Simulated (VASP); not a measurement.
Set up this calculation in VASP 6.6.1, as the native input.

| Property | Result |
| --- | --- |
| Task | single point |
| Functional | PBE |
| Potentials or basis | VASP PAW PBE potentials, release 64 (Co, Si) |
| Cutoff | 520 eV |
| k mesh | 11 × 11 × 11 |
| Occupations | fermi-dirac, width 0.1 eV |
| Spin | no spin polarisation |
| Dipole correction | no |
| Further INCAR settings | ALGO = Normal; EDIFF = 1e-06; NBANDS = 16 |

The structure of CoSi2 (fluorite type) lies in POSCAR:

```
CoSi2
1.0
    0.0000000000      2.6252406358      2.6252406358
    2.6252406358      0.0000000000      2.6252406358
    2.6252406358      2.6252406358      0.0000000000
Co Si
1 2
Direct
    0.0000000000      0.0000000000      0.0000000000
    0.2500000000      0.2500000000      0.2500000000
    0.7500000000      0.7500000000      0.7500000000
```

This cell differs from its parent crystal: volume scaled by 0.94.

These files were run (other wordings do the same):

INCAR

```
SYSTEM = CoSi2
PREC     = Accurate       ! precision mode
ENCUT    = 520            ! plane-wave cutoff, eV
EDIFF    = 1E-6           ! SCF threshold, eV
ISMEAR   = -1             ! smearing method
SIGMA    = 0.1            ! smearing width, eV
LREAL    = .False.        ! projectors in reciprocal space
LASPH    = .True.         ! aspherical terms in the spheres
NELM     = 60             ! most SCF steps
ALGO     = Normal         ! electronic algorithm
ISIF     = 2              ! what is computed and relaxed
LWAVE    = .False.        ! write WAVECAR
LCHARG   = .True.         ! write CHGCAR
GGA      = PE             ! functional
LELF     = .True.         ! ELF
LVHAR    = .True.       
NBANDS   = 16             ! bands
```

KPOINTS

```
regular mesh
0
Gamma
  11 11 11
  0 0 0
```

Potentials or basis: VASP PAW PBE potentials, release 64 (Co, Si).

Command:

```console
$ cat potpaw_PBE.64/Co/POTCAR potpaw_PBE.64/Si/POTCAR > POTCAR
$ mpirun -np 1 vasp_std > vasp.out
```

It gave:

```json
{
 "Pressure": "12.6 GPa"
}
```

Wall time 62 s on 1 thread of Intel Xeon 8259CL, with other jobs on the host, peak memory 0.17 GiB.
